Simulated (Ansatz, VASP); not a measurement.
**One calculation of C, two programs**

The input POSCAR:

```
C
1.0
    0.0000000000      1.7801241425      1.8335278668
    1.7801241425      0.0000000000      1.8335278668
    1.7801241425      1.7801241425      0.0000000000
C
2
Direct
    0.0000000000      0.0000000000      0.0000000000
    0.2500000000      0.2500000000      0.2500000000
```

INCAR.step1

```
PREC = Accurate
ENCUT = 520
ISMEAR = 0
SIGMA = 0.01
LREAL = F
LASPH = T
NELM = 80
NBANDS = 11
GGA = PE
ALGO = Normal
EDIFF = 1E-4
LWAVE = T
LCHARG = F
```

Contents of INCAR.step2:

```
PREC = Accurate
ENCUT = 520
EDIFF = 1E-6
ISMEAR = 0
SIGMA = 0.01
LREAL = F
LASPH = T
NELM = 80
ALGO = Normal
ISIF = 2
LWAVE = F
LCHARG = F
METAGGA = R2SCAN
LMIXTAU = T
NBANDS = 11
ISTART = 1
```

File KPOINTS:

```
Automatic mesh
0
Gamma
  12 12 12
```

Input for Ansatz:

```yaml
crystal:
  lattice:
    - [0.0, 1.7801241425, 1.8335278668]
    - [1.7801241425, 0.0, 1.8335278668]
    - [1.7801241425, 1.7801241425, 0.0]
  atoms:
    - { symbol: C, position: [0.0, 0.0, 0.0] }
    - { symbol: C, position: [0.25, 0.25, 0.25] }
kpoints:
  mp_grid: { grid: [12, 12, 12] }
  band_path:
    path:
      - [0.0, 0.0, 0.0]
      - [0.5, 0.0, 0.5]
      - [0.625, 0.25, 0.625]
      - [0.375, 0.375, 0.75]
      - [0.5, 0.5, 0.5]
      - [0.5, 0.25, 0.75]
      - [0.0, 0.364583, 0.364583]
    npoints: 1
hamiltonian:
  xc: r2scan
scf:
  occupations: { method: fixed }
  n_extra_bands: 4
output:
  forces: true
  stress: true
  eigenvalues: true
```

Change from the starting cell: uniaxial_z strain +3.0%.

Alike in both runs: task single point; functional r2SCAN; k mesh 12 × 12 × 12; no spin polarisation.

|  | VASP | Ansatz |
| --- | --- | --- |
| version | VASP 6.6.1 | Ansatz 0.2.0 |
| potentials or method | VASP PAW PBE potentials, release 64 (C) | plane waves, PAW |
| plane-wave cutoff (eV) | 520 | 500 |
| occupations | gaussian, width 0.01 eV | fixed |
| valence electrons in the cell | 8 | 8 |

Ansatz gave:

```
gap on the k mesh at the Fermi level (eV)                     : 3.93
pressure (GPa)                                                : -12.6
traceless stress, the component that is largest in VASP (GPa) : -19.48
```

**Question.** What did VASP give for the same quantities?

**Answer.** gap on the k mesh at the Fermi level (eV): 3.90; pressure (GPa): -11.6; traceless stress, the component that is largest in VASP (GPa): -19.44.

VASP's potentials were made for PBE, not for r2SCAN.
